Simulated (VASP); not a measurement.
# Si2Mo in VASP: a series of runs, part 3 of 3

VASP 6.6.1.

## 5. Electric field gradients, PBE (14.22 Å³/atom)

This run uses another cell than the first one, of 14.22 Å³/atom.

Input file INCAR:

```
PREC = Accurate
ENCUT = 520
EDIFF = 1E-8
ISMEAR = -1
SIGMA = 0.03
LREAL = False
LASPH = True
NELM = 80
ALGO = Normal
ISIF = 2
LWAVE = False
LCHARG = False
GGA = PE
LEFG = True
ISYM = 0
NBANDS = 18
```

Input file KPOINTS:

```
Automatic mesh
0
Gamma
  12 12 16
```

Input file POSCAR:

```
Si2Mo
1.0
   -1.6313805159      1.6313805159      4.0075881985
    1.6313805159     -1.6313805159      4.0075881985
    1.6313805159      1.6313805159     -4.0075881985
Si Mo
2 1
Direct
    0.3330000000      0.3330000000      0.0000000000
    0.6670000000      0.6670000000      0.0000000000
    0.0000000000      0.0000000000      0.0000000000
```

Potentials or basis: VASP PAW PBE potentials, release 64 (Si, Mo_sv).

Command:

```sh
> cat potpaw_PBE.64/Si/POTCAR potpaw_PBE.64/Mo_sv/POTCAR > POTCAR
> mpirun -np 1 vasp_std > vasp.out
```

OUTCAR:

```text
PREC = Accurate
   ENCUT = 520
   EDIFF = 1E-8
   ISMEAR = -1
   LREAL = False
   LASPH = True
   NELM = 80
   ISIF = 2
   GGA = PE
   ISYM = 0

 ion  position               nearest neighbor table
   1  0.333  0.333  0.000-   2 2.66   2 2.66   2 2.66   2 2.66   3 2.67   3 2.67   3 2.67   3 2.67
                             3 2.67   2 2.68
   2  0.667  0.667  0.000-   1 2.66   1 2.66   1 2.66   1 2.66   3 2.67   3 2.67   3 2.67   3 2.67
                             3 2.67   1 2.68
   3  0.000  0.000  0.000-   1 2.67   2 2.67   2 2.67   2 2.67   2 2.67   1 2.67   1 2.67   1 2.67
                             1 2.67   2 2.67

IMPORTANT INFORMATION: All symmetrisations will be switched off!
NOSYMM: (Re-)initialisation of all symmetry stuff for point group C_1.

----------------------------------------------------------------------------------------

                                     Primitive cell

  volume of cell :      42.6632

  direct lattice vectors                    reciprocal lattice vectors
    -1.631380516  1.631380516  4.007588198     0.000000000  0.306488888  0.124763318
     1.631380516 -1.631380516  4.007588198     0.306488888  0.000000000  0.124763318
     1.631380516  1.631380516 -4.007588198     0.306488888  0.306488888  0.000000000

  length of vectors
     4.624237012  4.624237012  4.624237012     0.330909842  0.330909842  0.433440742

  position of ions in fractional coordinates (direct lattice)
     0.333000000  0.333000000  0.000000000
     0.667000000  0.667000000  0.000000000
     0.000000000  0.000000000  0.000000000

  ion indices of the primitive-cell ions
   primitive index   ion index
                 1           1
                 2           2
                 3           3

----------------------------------------------------------------------------------------

 KPOINTS: Automatic mesh

Automatic generation of k-mesh.
 Grid dimensions read from file:
 generate k-points for:   12   12   16

 Generating k-lattice:

  Cartesian coordinates                     Fractional coordinates (reciprocal lattice)
     0.000000000  0.025540741  0.010396943     0.083333333 -0.000000000  0.000000000
     0.025540741  0.000000000  0.010396943    -0.000000000  0.083333333  0.000000000
     0.019155555  0.019155555  0.000000000     0.000000000  0.000000000  0.062500000

  Length of vectors
     0.027575820  0.027575820  0.027090046

  Shift w.r.t. Gamma in fractional coordinates (k-lattice)
     0.000000000  0.000000000  0.000000000

 -----------------------------------------------------------------------------
|                                                                             |
|           W    W    AA    RRRRR   N    N  II  N    N   GGGG   !!!           |
|           W    W   A  A   R    R  NN   N  II  NN   N  G    G  !!!           |
|           W    W  A    A  R    R  N N  N  II  N N  N  G       !!!           |
[... 76 lines left out ...]
   TEBEG  =    0.0;   TEEND  =   0.0 temperature during run
   PSTRESS=    0.0 pullay stress
   NELECT =      22.0000    total number of electrons
   NUPDOWN=      -1.0000    fix difference up-down
   EMIN   =  10.00;   EMAX   =-10.00  energy-range for DOS
   EFERMI =   0.00;   METHOD = LEGACY
   ISMEAR =    -1;   SIGMA  =   0.03  broadening in eV -4-tet -1-fermi 0-gaus
   EFERMI_NEDOS =   21; number of points for ismear=-14 and -15
   IALGO  =     38    algorithm
   IMIX   =      4    mixing-type and parameters
     AMIX     =   0.40;   BMIX     =  1.00
     AMIX_MAG =   1.60;   BMIX_MAG =  1.00
  volume/ion in A,a.u.               =      14.22        95.97
  Fermi-wavevector in a.u.,A,eV,Ry     =   1.312798  2.480828 23.448800  1.723438
  Thomas-Fermi vector in A             =   2.443165
   LORBIT       =      0    0 simple, 1 ext, 2 COOP (PROOUT), +10 PAW based schemes
   GGA     = PE    functional components
   LHFCALC =     F    Hartree Fock is set to
   AEXX    =    0.0000 exact exchange contribution
   IVDW    =     0    specifies the selected vdW correction
   LEPSILON=     F    determine dielectric tensor
   LRPA    =     F    only Hartree local field effects (RPA)
 non-spin polarized calculation
  energy-cutoff  :      520.00
  volume of cell :       42.66
 maximum number of plane-waves:      1168
   NGX = 17   NGY = 17   NGZ = 17

 number of electron      22.0000000 magnetization

 Free energy of the ion-electron system (eV)
  ---------------------------------------------------
  ext. energy  EPLUGINS =         0.00000000
  ---------------------------------------------------
  free energy    TOTEN  =       -23.20070752 eV

  energy without entropy =      -23.19989668  energy(sigma->0) =      -23.20030210

 E-fermi :  11.4406     XC(G=0): -12.1535

 val. band max:       11.4208489719   @ k =  -0.2500  -0.2500   0.1875
 cond. band min:      11.4564449937   @ k =  -0.4167  -0.4167   0.4375
 fundamental gap:      0.0355960218
 Fermi energy:        11.4405874161

 k-point     1 :       0.0000    0.0000    0.0000
  band No.  band energies     occupation
      1     -49.4001      2.00000
      2     -23.5263      2.00000
      3     -23.4549      2.00000
      4     -23.4539      2.00000
      5      -1.5957      2.00000
      6       5.4341      2.00000
[... 481 lines left out ...]
      5       0.7946      2.00000
      6       3.9427      2.00000
[... 10 lines left out ...]
     17      18.7013      0.00000
     18      19.5423      0.00000

 [... further k-points ...]

------------------------ aborting loop because EDIFF is reached ----------------------------------------

  FORCE on cell =-STRESS in cart. coord.  units (eV):
  Direction    XX          YY          ZZ          XY          YZ          ZX
  --------------------------------------------------------------------------------------
  -------------------------------------------------------------------------------------
  Total       -2.1178837     -2.1178838     -2.8050249     -0.0003467     -0.0011959     -0.0011959
  in kB      -79.5351431    -79.5351457   -105.3400898     -0.0130197     -0.0449098     -0.0449126
  external PRESSURE =     -88.1367929 kB  Pullay stress =       0.0000000 kB

 VOLUME and BASIS-vectors are now :
 -----------------------------------------------------------------------------
  energy-cutoff  :      520.00
  volume of cell :       42.66
      direct lattice vectors                 reciprocal lattice vectors
    -1.631380516  1.631380516  4.007588198     0.000000000  0.306488888  0.124763318
     1.631380516 -1.631380516  4.007588198     0.306488888  0.000000000  0.124763318
     1.631380516  1.631380516 -4.007588198     0.306488888  0.306488888  0.000000000

 POSITION                                       TOTAL-FORCE (eV/Angst)
 -----------------------------------------------------------------------------------
      0.00000      0.00000      2.66905         0.000591      0.000591      0.365783
      0.00000      0.00000      5.34612        -0.000591     -0.000591     -0.365783
      0.00000      0.00000      0.00000        -0.000000      0.000000      0.000000
 -----------------------------------------------------------------------------------
    total drift:                               -0.000000      0.000000      0.000000

  FREE ENERGIE OF THE ION-ELECTRON SYSTEM (eV)
  ---------------------------------------------------
  free  energy   TOTEN  =       -23.2007075217 eV

  energy  without entropy=      -23.1998966830  energy(sigma->0) =      -23.20030210

 Electric field gradients (V/A^2)
---------------------------------------------------------------------
 ion       V_xx      V_yy      V_zz      V_xy      V_xz      V_yz
---------------------------------------------------------------------
   1       5.141     5.141   -10.283    -0.065     0.001     0.001
   2       5.141     5.141   -10.283    -0.065     0.001     0.001
   3      25.137    25.137   -50.274    -0.295    -0.058    -0.058
---------------------------------------------------------------------

 Electric field gradients after diagonalization (V/A^2)
 (convention: |V_zz| > |V_xx| > |V_yy|)
----------------------------------------------------------------------
 ion       V_xx      V_yy      V_zz     asymmetry (V_yy - V_xx)/ V_zz
----------------------------------------------------------------------
   1       5.206     5.076   -10.283       0.013
   2       5.206     5.076   -10.283       0.013
   3      25.432    24.842   -50.274       0.012
----------------------------------------------------------------------

           NMR quadrupolar parameters

 Cq : quadrupolar parameter    Cq=e*Q*V_zz/h
 eta: asymmetry parameters     (V_yy - V_xx)/ V_zz
 Q  : nuclear electric quadrupole moment in mb (millibarn)
----------------------------------------------------------------------
 ion       Cq(MHz)       eta       Q (mb)
----------------------------------------------------------------------
   1      -0.025       0.013       1.000
   2      -0.025       0.013       1.000
   3      -0.122       0.012       1.000
----------------------------------------------------------------------
```

It took 27 min on 1 thread of Oxide Virtual Turin-like, shared host; peak memory 0.84 GiB.

What came out:

| Item | Value |
| --- | --- |
| Free energy | -23.2007 eV |
| Pressure | -8.8 GPa |
| Largest force | 0.366 eV/Å |
| Band gap on the k mesh | zero (bands 11 and 12 overlap by 0.97 eV) |
| Largest electric field gradient by atom | Si -10.3; Mo -50.3 V/Å² |

Forces on the atoms (eV/Å):
```
Si   0.001  0.001  0.366
Si  -0.001 -0.001 -0.366
Mo   0.000  0.000  0.000
```

Stress tensor (GPa, compression positive):
```
 -7.95   0.00   0.00
  0.00  -7.95   0.00
  0.00   0.00 -10.53
```

Electric field gradients, principal values (V/Å²):
```csv
atom,least,middle,greatest (by size)
1 Si,5.076,5.206,-10.283
2 Si,5.076,5.206,-10.283
3 Mo,24.842,25.432,-50.274
```

Caveat: the cell stands under tension; without QUAD_EFG the Cq values of the log hold for a quadrupole moment of 1 mb, not for the nuclei.

## 6. The runs side by side

| cell | gap on the mesh (eV) | pressure (GPa) | largest force (eV/Å) |
| --- | --- | --- | --- |
| a = 4.547, b = 4.547, c = 4.579 Å, angles 138.9, 138.9, 60.3°, 3 atoms | none | 2.7 | 0.28 |
| a = 4.519, b = 4.519, c = 4.469 Å, angles 138.3, 138.3, 59.1°, 3 atoms | none | 3.0 | 0.26 |
| a = 4.595 Å, angles 138.7, 138.7, 59.9°, 3 atoms | none | -5.5 | 0.34 |
| a = 4.624 Å, angles 138.7, 138.7, 59.9°, 3 atoms | none | -8.8 | 0.37 |

Alike in all rows: task electric field gradients; level PBE; potentials or basis VASP PAW PBE potentials, release 64 (Si, Mo_sv); no spin polarisation; k mesh 12 × 12 × 16; cutoff (eV) 520; smearing fermi-dirac 0.03 eV.

Caveats: the cell stands under tension (at least some runs); the cell stands under pressure (at least some runs).

Absolute energies hang on the potentials; compare differences alone.
